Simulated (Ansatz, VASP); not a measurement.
## One calculation of BIr3Pd, two programs

```xyz
5
Lattice="4.9332 0.0000 0.0000 -2.4666 4.2723 0.0000 0.0000 0.0000 4.0970" Properties=species:S:1:pos:R:3 pbc="T T T"
B     0.0000    0.0000    2.0485
Pd    0.0000    0.0000    0.0000
Ir    2.4666    0.0000    2.0485
Ir   -1.2333    2.1361    2.0485
Ir    1.2333    2.1361    2.0485
```

Alike in both runs: functional PBE; k mesh 12 × 12 × 10; occupations gaussian, width 0.1 eV; no spin polarisation.

Ansatz relaxed the structure, and its values are those at the end. VASP's run is a single point on that final structure, the one shown.

|  | VASP | Ansatz |
| --- | --- | --- |
| version | VASP 6.6.1 | Ansatz 0.2.0 |
| potentials or method | VASP PAW PBE potentials, release 64 (B, Pd, Ir), cutoff 520 eV | scalar-relativistic, plane waves, PAW |
| valence electrons in the cell | 40 | 72 |

|  | VASP | Ansatz | Ansatz less VASP |
| --- | --- | --- | --- |
| gap on the k mesh at the Fermi level (eV) | none | none | - |
| pressure (GPa) | 0.3 | 0.0 | -0.28 |

A gap of «none» marks a metal or a gap that the smearing closes. With one functional, cell and mesh, what is left measures potentials, basis and numerics. VASP's potentials hold 40 valence electrons a cell and Ansatz's 72, so a difference there can come from the potentials and not from the codes.

Neither program's run includes spin-orbit coupling.
